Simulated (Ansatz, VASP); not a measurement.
# Two plane-wave programs on HfSiO4

```xyz
12
Lattice="-3.3507 3.3507 3.0401 3.3507 -3.3507 3.0401 3.3507 3.3507 -3.0401" Properties=species:S:1:pos:R:3 pbc="T T T"
Hf    0.0000    3.3507    1.5200
Hf    0.0000    0.0000    0.0000
Si    3.3507    0.0000    1.5200
Si    0.0000    0.0000    3.0401
O     3.3507    2.1222   -1.1010
O     4.5792    0.0000    0.4191
O     0.0000    1.2285    1.9391
O     2.1222    0.0000    0.4191
O     3.3507    1.2285    2.6210
O     1.2285    0.0000    4.1411
O     3.3507   -1.2285    2.6210
O     2.1222    3.3507    1.1010
```

Change from the starting cell: volume scaled by 1.06, ions relaxed.

Alike in both runs: functional PBE; k mesh 7 × 7 × 7; occupations fermi-dirac, width 0.02 eV; no spin polarisation.

Ansatz relaxed the structure, and its values are those at the end. VASP's run is a single point on that final structure, the one shown.

|  | VASP | Ansatz |
| --- | --- | --- |
| version | VASP 6.6.1 | Ansatz 0.2.0 |
| potentials or method | VASP PAW PBE potentials, release 64 (Hf_pv, Si, O) | plane-wave PAW, scalar-relativistic |
| plane-wave cutoff (eV) | 520 | 420 |
| valence electrons in the cell | 76 | 108 |

```csv
,VASP,Ansatz,Ansatz less VASP
gap on the k mesh at the Fermi level (eV),5.10,5.16,+0.059
pressure (GPa),-7.2,-5.7,+1.49
rms of the force components (eV/Å),0.088,0.007,-0.0812
```

VASP's potentials hold 76 valence electrons a cell and Ansatz's 108, so a difference there can come from the potentials and not from the codes. Ansatz's warnings: stress scf threshold loose.

Neither program's run includes spin-orbit coupling.
